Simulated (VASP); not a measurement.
## SnTe: single point with PBE

SnTe:

```
Sn Te
1.0
     0.00000    3.28276    2.90398
     3.28276    0.00000    2.90398
     3.28276    3.28276    0.00000
Sn Te
1 1
Direct
  0.00000 0.00000 0.00000
  0.50000 0.50000 0.50000
```

This cell differs from its parent crystal: strain +0.040 along x and y, -0.080 along z.

```
Program             : VASP 6.6.1
Task                : single point
Functional          : PBE
Potentials or basis : VASP PAW PBE potentials, release 64 (Sn_d, Te)
Cutoff              : 520 eV
k mesh              : 10 × 10 × 10
Occupations         : gaussian, width 0.03 eV
Spin                : no spin polarisation
```

* Pressure: 4.3 GPa
* Band gap on the k mesh: zero (filled and empty bands overlap)

Stress tensor (GPa, compression positive):
```
-2.26  0.00  0.00
 0.00 -2.26  0.00
 0.00  0.00 17.49
```

Levels at points of the mesh, in eV from the Fermi level:
| k point | band 8 | band 9 | band 10 | band 11 | band 12 | band 13 |
| --- | --- | --- | --- | --- | --- | --- |
| (0.00, 0.00, 0.00) | -3.22 | -1.81 | -1.81 | 2.27 | 2.27 | 4.43 |
| (0.50, 0.00, 0.00) | -2.09 | -1.93 | -0.37 | -0.01 | 0.37 | 0.93 |
| (0.50, 0.50, 0.00) | -5.90 | -4.10 | -4.10 | 1.85 | 4.55 | 4.55 |
| (0.50, 0.00, 0.50) | -5.65 | -4.49 | -3.03 | 2.25 | 3.40 | 5.71 |

Wall time 120 s on 1 thread of AMD EPYC 7R43 64-Core Processor (Zen 3), with other jobs on the host, peak memory 0.24 GiB.

Caveat: the cell differs from its parent crystal (strain +0.040 along x and y, -0.080 along z); spin-orbit coupling is left out, which moves the levels of the heavy elements.
